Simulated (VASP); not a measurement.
Set up this calculation in VASP 6.6.1, as the native input.

| Property | Result |
| --- | --- |
| Task | single point |
| Functional | PBE |
| Potentials or basis | VASP PAW PBE potentials, release 64 (Se) |
| Cutoff | 520 eV |
| k mesh | 12 × 12 × 6 |
| Occupations | gaussian, width 0.1 eV |
| Spin | no spin polarisation |
| Dipole correction | no |
| Further INCAR settings | ALGO = Normal; EDIFF = 1e-06; NBANDS = 20 |

The structure of Se lies in POSCAR:

```
Se
1.0
    4.3358779344      0.0000000000      0.0000000000
   -2.1679389672      3.7549804389      0.0000000000
    0.0000000000      0.0000000000      8.7719038553
Se
4
Direct
    0.0000000000      0.0000000000      0.9653659325
    0.0000000000      0.0000000000      0.4653659325
    0.3333333333      0.6666666667      0.0396340675
    0.6666666667      0.3333333333      0.5396340675
```

These files were run (other wordings do the same):

INCAR

```
ALGO = Normal
EDIFF = 1E-6
ENCUT = 520
GGA = PE
ISIF = 2
ISMEAR = 0
LASPH = True
LCHARG = True
LELF = True
LREAL = False
LVHAR = True
LWAVE = False
NBANDS = 20
NELM = 100
PREC = Accurate
SIGMA = 0.1
```

KPOINTS

```
k-points
0
Gamma
  12 12 6
```

Potentials or basis: VASP PAW PBE potentials, release 64 (Se).

Command:

```console
$ cat potpaw_PBE.64/Se/POTCAR > POTCAR
$ mpirun -np 1 vasp_std > vasp.out
```

Results of the run:

```
Pressure               : 0.0 GPa
Largest force          : 0.005 eV/Å
Band gap on the k mesh : zero (bands 12 and 13 overlap by 0.33 eV)
```

Caveat: this functional lacks dispersion, which binds layers or chains, so the pressure and a relaxed spacing across them are unreliable.

Run time: 5.5 min on 1 thread of AMD EPYC 7R13 (shared host), peak memory 0.32 GiB.
